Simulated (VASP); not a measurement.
## Ga: single point with PBE0

Crystal: Ga.

```
CELL_PARAMETERS angstrom
-1.35614 1.35614 2.26404
1.35614 -1.35614 2.26404
1.35614 1.35614 -2.26404
ATOMIC_POSITIONS crystal
Ga 0.00000 0.00000 0.00000
```

```
Program             : VASP 6.6.1
Task                : single point
Functional          : PBE0
Potentials or basis : VASP PAW PBE potentials, release 64 (Ga_d)
Cutoff              : 520 eV
k mesh              : 8 × 8 × 8
Occupations         : fermi-dirac, width 0.05 eV
Spin                : no spin polarisation
```

```json
{
 "Pressure": "7.4 GPa",
 "Band gap on the k mesh": "zero (an odd number of electrons rules out a gap without spin polarisation)"
}
```

Stress tensor (GPa, compression positive):
```
7.32 0.00 0.00
0.00 7.32 0.00
0.00 0.00 7.51
```

Levels at points of the mesh, in eV from the Fermi level:
```
           k point  band 2  band 3  band 4  band 5  band 6  band 7  band 8  band 9  band 10  band 11
(0.00, 0.00, 0.00)  -18.66  -18.62  -18.62  -18.43  -14.38   14.84   15.00   15.00    17.89    18.01
(0.50, 0.00, 0.00)  -18.79  -18.61  -18.43  -18.37   -6.34   -5.96    9.24   13.16    14.49    17.47
(0.50, 0.50, 0.00)  -18.87  -18.46  -18.42  -18.26   -3.22   -1.26    4.45    5.93     8.84     9.05
(0.50, 0.50, 0.50)  -18.86  -18.39  -18.39  -18.38   -5.81   -5.61    8.34    8.34    11.31    12.78
```

Run time: 58 min on 4 MPI ranks on Oxide Virtual Turin-like Processor, with other jobs on the host, peak memory 0.13 GiB a rank.

Caveat: the cell stands under pressure; the PAW data sets were made with another functional, which shifts forces and pressure a little.
